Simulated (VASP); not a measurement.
Input of a VASP 6.6.1 run:

Contents of INCAR:

```
ALGO     = Normal         # electronic algorithm
EDIFF    = 1E-6           # SCF threshold, eV
EDIFFG   = -0.005         # ionic threshold
ENCUT    = 600            # plane-wave cutoff, eV
GGA      = RP             # functional
IBRION   = 2              # ionic algorithm
ISIF     = 3              # what is computed and relaxed
ISMEAR   = -1             # smearing method
LASPH    = T              # aspherical terms in the spheres
LCHARG   = F              # write CHGCAR
LREAL    = F              # projectors in reciprocal space
LWAVE    = F              # write WAVECAR
NELM     = 80             # most SCF steps
NSW      = 80             # ionic steps
PREC     = Accurate       # precision mode
SIGMA    = 0.05           # smearing width, eV
```

The input KPOINTS:

```
k-points
0
Gamma
  10 10 10
```

File POSCAR:

```
GaSb
1.0
   -2.7534340000      2.7534340000      1.5907070000
    2.7534340000     -2.7534340000      1.5907070000
    2.7534340000      2.7534340000     -1.5907070000
Sb Ga
1 1
Direct
    0.0000000000      0.0000000000      0.0000000000
    0.7500000000      0.2500000000      0.5000000000
```

Potentials or basis: VASP PAW PBE potentials, release 64 (Sb, Ga_d).

The run is started by

```console
$ cat potpaw_PBE.64/Sb/POTCAR potpaw_PBE.64/Ga_d/POTCAR > POTCAR
$ mpirun -np 1 vasp_std > vasp.out
```

Task: Estimate the band gap on the k mesh.

Result: Zero (bands 9 and 10 overlap by 4.34 eV).

Task: What does it give for the space group after relaxing (to 0.1 Å)?

Result: I-4m2 (No. 119).

Task: Estimate the relaxed volume.

Result: 24.88 Å³/atom.

Task: What does it give for the relaxed cell?

Result: a = 4.261 Å, b = 4.261 Å, c = 4.261 Å, α = 98.04°, β = 98.04°, γ = 136.09°.

Final structure:
```
Sb Ga
1.0
    -2.79430    2.79430    1.59313
     2.79430   -2.79430    1.59313
     2.79430    2.79430   -1.59313
Sb Ga
1 1
Direct
  0.00000 0.00000 0.00000
  0.75000 0.25000 0.50000
```

Caveat: the PAW data sets were made with another functional, which shifts forces and pressure a little; spin-orbit coupling is left out, which moves the levels of the heavy elements.
